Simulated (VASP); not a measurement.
# Cu (Fm-3m) in VASP: a series of runs, part 2 of 2

VASP 6.6.1. The steps go on from the part before.

### Step 5. Single point, PBE

This run uses another cell than the first one, of 12.28 Å³/atom, 1.095 times its volume.

Contents of INCAR:

```
SYSTEM = Cu
  PREC = Accurate
  ENCUT = 520
  EDIFF = 1E-7
  ISMEAR = 1
  SIGMA = 0.1
  LREAL = .FALSE.
  LASPH = .TRUE.
  NELM = 100
  ALGO = Normal
  ISIF = 2
  LWAVE = .FALSE.
  LCHARG = .FALSE.
  GGA = PE
  NBANDS = 12
```

Contents of KPOINTS:

```
Automatic mesh
0
G
  14 14 14
  0 0 0
```

Contents of POSCAR:

```
Cu
1.0
    0.0000000000      1.8312856224      1.8312856224
    1.8312856224      0.0000000000      1.8312856224
    1.8312856224      1.8312856224      0.0000000000
Cu
1
Direct
    0.0000000000      0.0000000000      0.0000000000
```

Potentials or basis: VASP PAW PBE potentials, release 64 (Cu).

Command:

```
cat potpaw_PBE.64/Cu/POTCAR > POTCAR
mpirun -np 1 vasp_std > vasp.out
```

OUTCAR:

```text
SYSTEM = Cu
   PREC = Accurate
   ENCUT = 520
   EDIFF = 1E-7
   ISMEAR = 1
   LREAL = .FALSE.
   LASPH = .TRUE.
   NELM = 100
   ISIF = 2
   GGA = PE

 ion  position               nearest neighbor table
   1  0.000  0.000  0.000-

  LATTYP: Found a face centered cubic cell.
 ALAT       =     3.6625712448

  Lattice vectors:

 A1 = (   0.0000000000,   1.8312856224,   1.8312856224)
 A2 = (   1.8312856224,   0.0000000000,   1.8312856224)
 A3 = (   1.8312856224,   1.8312856224,   0.0000000000)

Analysis of symmetry for initial positions (statically):
=====================================================================
 Subroutine PRICEL returns:
 Original cell was already a primitive cell.

 Routine SETGRP: Setting up the symmetry group for a
 face centered cubic supercell.

 Subroutine GETGRP returns: Found 48 space group operations
 (whereof 48 operations were pure point group operations)
 out of a pool of 48 trial point group operations.

The static configuration has the point symmetry O_h .

Analysis of symmetry for dynamics (positions and initial velocities):
[... 169 lines left out ...]
      4       4.2011      2.00000
      5       4.9745      2.00000
      6       4.9745      2.00000
      7      29.3883      0.00000
      8      31.7306      0.00000
      9      31.7306      0.00000
     10      31.7306      0.00000
     11      34.1980      0.00000
     12      34.1980      0.00000
[... 331 lines left out ...]
 k-point    24 :       0.2857    0.1429    0.0000
  band No.  band energies     occupation
      1       0.5103      2.00000
      2       3.7194      2.00000
      3       4.3435      2.00000
      4       4.5555      2.00000
      5       5.0007      2.00000
      6       5.2363      2.00000
      7      20.2916      0.00000
      8      25.3656      0.00000
      9      26.8740      0.00000
     10      28.4407      0.00000
     11      32.8195      0.00000
     12      37.7267      0.00000

 [... further k-points ...]

------------------------ aborting loop because EDIFF is reached ----------------------------------------

  FORCE on cell =-STRESS in cart. coord.  units (eV):
  Direction    XX          YY          ZZ          XY          YZ          ZX
  --------------------------------------------------------------------------------------
  -------------------------------------------------------------------------------------
  Total       -0.2317351     -0.2317351     -0.2317351     -0.0000000     -0.0000000      0.0000000
  in kB      -30.2276297    -30.2276297    -30.2276297     -0.0000000     -0.0000000      0.0000000
  external PRESSURE =     -30.2276297 kB  Pullay stress =       0.0000000 kB

 VOLUME and BASIS-vectors are now :
 -----------------------------------------------------------------------------
  energy-cutoff  :      520.00
  volume of cell :       12.28
      direct lattice vectors                 reciprocal lattice vectors
     0.000000000  1.831285622  1.831285622    -0.273032232  0.273032232  0.273032232
     1.831285622  0.000000000  1.831285622     0.273032232 -0.273032232  0.273032232
     1.831285622  1.831285622  0.000000000     0.273032232  0.273032232 -0.273032232

 POSITION                                       TOTAL-FORCE (eV/Angst)
 -----------------------------------------------------------------------------------
      0.00000      0.00000      0.00000         0.000000     -0.000000     -0.000000
 -----------------------------------------------------------------------------------
    total drift:                                0.000000      0.000000      0.000000

  FREE ENERGIE OF THE ION-ELECTRON SYSTEM (eV)
  ---------------------------------------------------
  free  energy   TOTEN  =        -3.7255793650 eV

  energy  without entropy=       -3.7257109776  energy(sigma->0) =       -3.72562324
```

stdout:

```text
POSCAR found type information on POSCAR Cu
 POSCAR found :  1 types and       1 ions
 scaLAPACK will be used
 LDA part: xc-table for (Slater+PW92), standard interpolation
 POSCAR, INCAR and KPOINTS ok, starting setup
 FFT: planning ... GRIDC
 FFT: planning ... GRID_SOFT
 FFT: planning ... GRID
 WAVECAR not read
 entering main loop
```

Wall time 12 s (1 thread of Intel Xeon Platinum 8259CL at 2.50GHz (Skylake/Cascade Lake), shared host); peak memory 0.13 GiB.

Results:

| Property | Result |
| --- | --- |
| Free energy | -3.7256 eV |
| Pressure | -3.0 GPa |

### Step 6. Single point, PBE

This run uses another cell than the first one, of 12.64 Å³/atom, 1.126 times its volume.

Contents of INCAR:

```
ALGO = Normal
EDIFF = 1E-6
ENCUT = 520
GGA = PE
ISIF = 2
ISMEAR = 1
LASPH = T
LCHARG = F
LREAL = F
LWAVE = F
NBANDS = 12
NELM = 100
PREC = Accurate
SIGMA = 0.1
```

Contents of KPOINTS:

```
k-points
0
Gamma
  14 14 14
```

Contents of POSCAR:

```
Cu
1.0
    0.0000000000      1.8487274876      1.8487274876
    1.8487274876      0.0000000000      1.8487274876
    1.8487274876      1.8487274876      0.0000000000
Cu
1
Direct
    0.0000000000      0.0000000000      0.0000000000
```

Potentials or basis: VASP PAW PBE potentials, release 64 (Cu).

Command:

```
cat potpaw_PBE.64/Cu/POTCAR > POTCAR
mpirun -np 1 vasp_std > vasp.out
```

It took 12 s on 1 thread of Intel Xeon Platinum 8259CL at 2.50GHz (Skylake/Cascade Lake), shared host; peak memory 0.13 GiB.

It converged, with:

```yaml
Free_energy: -3.7154 eV
Pressure: -6.3 GPa
```

Levels at points of the mesh, in eV from the Fermi level:
```csv
k point,band 2,band 3,band 4,band 5,band 6,band 7,band 8,band 9,band 10,band 11
"(0.00, 0.00, 0.00)",-2.76,-2.76,-2.76,-2.02,-2.02,22.11,24.24,24.24,24.24,26.70
"(0.50, 0.00, 0.00)",-2.79,-2.79,-1.51,-1.51,-0.75,3.49,20.64,21.10,21.10,24.19
"(0.50, 0.50, 0.00)",-4.02,-1.53,-1.38,-1.38,1.61,6.72,12.63,12.63,16.96,19.24
```

### Step 7. Summary

```csv
cell,gap on the mesh (eV),pressure (GPa)
"a = 2.513 Å, angles 60.0°, 1 atom",none,11.1
"a = 2.539 Å, angles 60.0°, 1 atom",none,5.6
"a = 2.565 Å, angles 60.0°, 1 atom",none,0.9
"a = 2.590 Å, angles 60.0°, 1 atom",none,-3.0
"a = 2.614 Å, angles 60.0°, 1 atom",none,-6.3
```

Alike in all rows: task single point; level PBE; potentials or basis VASP PAW PBE potentials, release 64 (Cu); no spin polarisation; k mesh 14 × 14 × 14; cutoff (eV) 520; smearing methfessel-paxton 0.1 eV.

Absolute energies hang on the potentials; compare differences alone.
